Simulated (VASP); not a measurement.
Set up this calculation in VASP 6.6.1, as the native input.

```yaml
Task: density of states
Functional: PBE
Dispersion: D3(BJ)
Potentials_or_basis: VASP PAW PBE potentials, release 64 (Cd, F)
Cutoff: 520 eV
k_mesh: 6 × 6 × 4
Occupations: gaussian, width 0.02 eV
Spin: no spin polarisation
Dipole_correction: no
k_mesh_for_the_DOS: 9 × 9 × 6
Occupations_for_the_DOS: tetrahedron
Further_INCAR_settings: ALGO = Normal; EDIFF = 1e-06
```

The system is CdF2.

```xyz
6
Lattice="3.6609 0.0000 0.0000 -1.8305 3.1705 0.0000 0.0000 0.0000 7.1333" Properties=species:S:1:pos:R:3 pbc="T T T"
Cd    1.8305    1.0568    4.7456
Cd    0.0000    2.1136    1.1790
F     0.0000    0.0000    5.5362
F     0.0000    2.1136    3.7438
F     1.8305    1.0568    0.1772
F     0.0000    0.0000    1.9696
```

One way to write it, as run:

POSCAR

```
CdF2
1.0
    3.6609348849      0.0000000000      0.0000000000
   -1.8304674424      3.1704626119      0.0000000000
    0.0000000000      0.0000000000      7.1332805811
Cd F
2 4
Direct
    0.6666666667      0.3333333333      0.6652754381
    0.3333333333      0.6666666667      0.1652754381
    0.0000000000      0.0000000000      0.7761131380
    0.3333333333      0.6666666667      0.5248404040
    0.6666666667      0.3333333333      0.0248404040
    0.0000000000      0.0000000000      0.2761131380
```

INCAR.step1

```
PREC = Accurate
ENCUT = 520
EDIFF = 1E-6
ISMEAR = 0
SIGMA = 0.02
LREAL = F
LASPH = T
NELM = 80
ALGO = Normal
ISIF = 2
LWAVE = F
LCHARG = T
GGA = PE
IVDW = 12
NBANDS = 35
```

KPOINTS.step1

```
regular mesh
0
Gamma
  6 6 4
```

INCAR.step2

```
PREC = Accurate
ENCUT = 520
EDIFF = 1E-6
ISMEAR = -5
SIGMA = 0.02
LREAL = F
LASPH = T
NELM = 80
ALGO = Normal
ISIF = 2
LWAVE = F
LCHARG = F
GGA = PE
IVDW = 12
LORBIT = 11
NEDOS = 2001
ICHARG = 11
```

KPOINTS.step2

```
regular mesh
0
Gamma
  9 9 6
```

Potentials or basis: VASP PAW PBE potentials, release 64 (Cd, F).

Command:

```bash
$ cat potpaw_PBE.64/Cd/POTCAR potpaw_PBE.64/F/POTCAR > POTCAR
$ cp INCAR.step1 INCAR
$ cp KPOINTS.step1 KPOINTS
$ mpirun -np 1 vasp_std > vasp.out
$ cp INCAR.step2 INCAR
$ cp KPOINTS.step2 KPOINTS
$ mpirun -np 1 vasp_std > vasp.out
```

It gave:

* Valence electrons inside the program's atomic spheres: Cd 10.11; F 6.08, 6.06
* Dispersion energy per atom: -0.159 eV

It took 100 s on 1 thread of Intel(R) Xeon(R) Platinum 8375C CPU @ 2.90GHz (Ice Lake) (shared host), peak memory 0.25 GiB.
